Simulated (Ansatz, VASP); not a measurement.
**One calculation of BN, two programs**

File INCAR:

```
PREC = Accurate
ENCUT = 600
EDIFF = 1E-6
ISMEAR = 0
SIGMA = 0.01
LREAL = False
LASPH = True
NELM = 120
ALGO = Normal
ISIF = 2
LWAVE = False
LCHARG = False
GGA = PS
NBANDS = 11
GGA_COMPAT = False
```

Contents of KPOINTS:

```
Automatic mesh
0
Gamma
  10 10 10
```

File POSCAR:

```
BN
1.0
    0.0000000000      1.7848172955      1.8110924351
    1.7848172955      0.0000000000      1.8110924351
    1.7848172955      1.7848172955      0.0000000000
B N
1 1
Direct
    0.0000000000      0.0000000000      0.0000000000
    0.2500000000      0.2500000000      0.2500000000
```

Input for Ansatz:

```yaml
crystal:
  lattice:
    - [0.0, 1.7848172955, 1.8110924351]
    - [1.7848172955, 0.0, 1.8110924351]
    - [1.7848172955, 1.7848172955, 0.0]
  atoms:
    - { symbol: B, position: [0.0, 0.0, 0.0] }
    - { symbol: "N", position: [0.25, 0.25, 0.25] }
basis: {}
kpoints:
  mp_grid: { grid: [10, 10, 10] }
  band_path:
    path:
      - [0.0, 0.0, 0.0]
      - [0.0, 0.0, 0.0]
      - [0.5, 0.5, 0.0]
      - [0.0, 0.5, 0.5]
      - [0.5, 0.5, 0.5]
      - [0.0, 0.0, 0.5]
      - [0.0024103502, 0.0024103502, 0.0048207004]
      - [-0.0024103502, -0.0024103502, -0.0048207004]
      - [0.0024103502, 0.0024103502, 0.0048207004]
      - [-0.0024103502, -0.0024103502, -0.0048207004]
    npoints: 1
hamiltonian:
  xc: pbesol
  pseudopotentials: { kind: all_electron, lapw: {} }
scf:
  occupations: { method: fixed }
  n_extra_bands: 5
output:
  forces: true
  stress: true
  eigenvalues: true
```

Alike in both runs: task single point; functional PBEsol; k mesh 10 × 10 × 10; no spin polarisation.

|  | VASP | Ansatz |
| --- | --- | --- |
| version | VASP 6.6.1 | Ansatz 0.2.0 |
| potentials or method | VASP PAW PBE potentials, release 64 (B, N), cutoff 600 eV | scalar-relativistic, all-electron LAPW |
| occupations | gaussian, width 0.01 eV | fixed |

```csv
,VASP,Ansatz,Ansatz less VASP
gap on the k mesh at the Fermi level (eV),4.17,4.17,+0.009
least direct gap on the mesh (eV),8.79,8.79,+0.004
pressure (GPa),6.5,6.2,-0.36
"traceless stress, the component that is largest in VASP (GPa)",-6.16,-6.17,-0.010
```

VASP's potentials were made for PBE, not for PBEsol. Ansatz ran all-electron here, and VASP with PAW potentials.
